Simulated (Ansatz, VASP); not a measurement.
# HgS2 in VASP and in Ansatz

```xyz
6
Lattice="6.0522 0.0000 0.0000 0.0000 6.0522 0.0000 0.0000 0.0000 3.8982" Properties=species:S:1:pos:R:3 pbc="T T T"
Hg    0.0000    0.0000    0.0000
Hg    3.0261    3.0261    1.9491
S     1.8520    1.8520    0.0000
S     1.1741    4.8780    1.9491
S     4.2002    4.2002    0.0000
S     4.8780    1.1741    1.9491
```

Alike in both runs: task relaxation of cell and atoms; functional r2SCAN; k mesh 4 × 4 × 4; occupations gaussian, width 0.1 eV; no spin polarisation.

|  | VASP | Ansatz |
| --- | --- | --- |
| version | VASP 6.6.1 | Ansatz 0.2.0 |
| potentials or method | VASP PAW PBE potentials, release 64 (Hg, S), cutoff 600 eV | scalar-relativistic, plane waves, PAW |
| valence electrons in the cell | 48 | 64 |

|  | VASP | Ansatz | Ansatz less VASP |
| --- | --- | --- | --- |
| gap on the k mesh at the Fermi level, each at its own relaxed structure (eV) | 0.24 | 0.28 | +0.044 |
| relaxed volume (Å³/atom) | 28.19 | 28.20 | +0.006 |
| relaxed length of the cell vector where the two differ most in proportion (Å) | 3.651 | 3.634 | -0.0173 |

VASP's potentials were made for PBE, not for r2SCAN. VASP's potentials hold 48 valence electrons a cell and Ansatz's 64, so a difference there can come from the potentials and not from the codes.

Spin-orbit coupling is off throughout. Noted on VASP's run: the volume moved by over 15 % at a fixed basis, so the end points are rough.
